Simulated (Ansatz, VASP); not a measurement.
## Two plane-wave programs on AlCo

```
CELL_PARAMETERS angstrom
2.86169 0.00000 0.00000
0.00000 2.86169 0.00000
0.00000 0.00000 2.77711
ATOMIC_POSITIONS crystal
Al 0.00000 0.00000 0.00000
Co 0.50000 0.50000 0.50000
```

Change from the starting cell: strain +0.015 along x and y, -0.015 along z, atoms carried along.

Alike in both runs: task single point; functional PBEsol; k mesh 16 × 16 × 16; occupations gaussian, width 0.15 eV; no spin polarisation.

|  | VASP | Ansatz |
| --- | --- | --- |
| version | VASP 6.6.1 | Ansatz 0.2.0 |
| potentials or method | VASP PAW PBE potentials, release 64 (Al, Co), cutoff 520 eV | scalar-relativistic, plane waves, PAW |
| valence electrons in the cell | 12 | 20 |

```tsv
	VASP	Ansatz	Ansatz less VASP
gap on the k mesh at the Fermi level (eV)	none	none	-
pressure (GPa)	-1.9	-1.9	-0.09
traceless stress, the component that is largest in VASP (GPa)	3.85	3.85	-0.004
```

VASP's potentials were made for PBE, not for PBEsol. A gap of «none» marks a metal or a gap that the smearing closes. The functional is the same, so the differences come from potentials, cutoffs and numerics. VASP's potentials hold 12 valence electrons a cell and Ansatz's 20, so a difference there can come from the potentials and not from the codes.
